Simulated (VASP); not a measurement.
Input of a VASP 6.6.1 run:

Contents of INCAR:

```
SYSTEM = Co
ALGO = Normal
EDIFF = 1E-6
ENCUT = 600
GGA = RP
GGA_COMPAT = .False.
ISIF = 2
ISMEAR = -1
LASPH = .True.
LCHARG = .False.
LREAL = .False.
LWAVE = .False.
NBANDS = 10
NELM = 120
PREC = Accurate
SIGMA = 0.1
```

KPOINTS

```
k-points
0
Gamma
  17 17 17
  0 0 0
```

Contents of POSCAR:

```
Co
1.0
    0.0000000000      1.6950098232      1.6950098232
    1.6950098232      0.0000000000      1.6950098232
    1.6950098232      1.6950098232      0.0000000000
Co
1
Direct
    0.0000000000      0.0000000000      0.0000000000
```

Potentials or basis: VASP PAW PBE potentials, release 64 (Co).

Run with:

```sh
$ cat potpaw_PBE.64/Co/POTCAR > POTCAR
$ mpirun -np 1 vasp_std > vasp.out
```

Q: What does it give for the pressure?

A: 22.4 GPa.

Caveat: the PAW data sets were made with another functional, which shifts forces and pressure a little; the run has no spin polarisation, though such a crystal can be magnetic. Spin polarisation is off, so any magnetic state and its effect on volume and gap are missing.
